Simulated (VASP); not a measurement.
Wanted: the native input for a VASP 6.6.1 run.

```
Task                   : single point
Functional             : PBE
Potentials or basis    : VASP PAW PBE potentials, release 64 (Cu, N)
Cutoff                 : 600 eV
k mesh                 : 6 × 6 × 6
Occupations            : fermi-dirac, width 0.02 eV
Spin                   : no spin polarisation
Dipole correction      : no
Further INCAR settings : ALGO = Normal; EDIFF = 1e-06; NBANDS = 27
```

The structure of Cu3N lies in POSCAR:

```
Cu3N
1.0
    3.8288425879      0.0000000000      0.0000000000
    0.0000000000      3.8288425879      0.0000000000
    0.0000000000      0.0000000000      3.8288425879
Cu N
3 1
Direct
    0.5000000000      0.0000000000      0.0000000000
    0.0000000000      0.5000000000      0.0000000000
    0.0000000000      0.0000000000      0.5000000000
    0.0000000000      0.0000000000      0.0000000000
```

The input as run:

INCAR

```
SYSTEM = Cu3N
PREC = Accurate
ENCUT = 600
EDIFF = 1E-6
ISMEAR = -1
SIGMA = 0.02
LREAL = .FALSE.
LASPH = .TRUE.
NELM = 120
ALGO = Normal
ISIF = 2
LWAVE = .FALSE.
LCHARG = .TRUE.
GGA = PE
LELF = .TRUE.
LVHAR = .TRUE.
NBANDS = 27
GGA_COMPAT = .FALSE.
```

KPOINTS

```
regular mesh
0
G
  6 6 6
  0 0 0
```

Potentials or basis: VASP PAW PBE potentials, release 64 (Cu, N).

Command:

```bash
$ cat potpaw_PBE.64/Cu/POTCAR potpaw_PBE.64/N/POTCAR > POTCAR
$ mpirun -np 1 vasp_std > vasp.out
```

Results of the run:

```
Pressure               : 0.7 GPa
Band gap on the k mesh : 0.24 eV, indirect (least direct gap 0.79 eV)
```

Wall time 14 s on 1 thread of Intel(R) Xeon(R) 6975P-C (Granite Rapids) (shared host), peak memory 0.18 GiB.
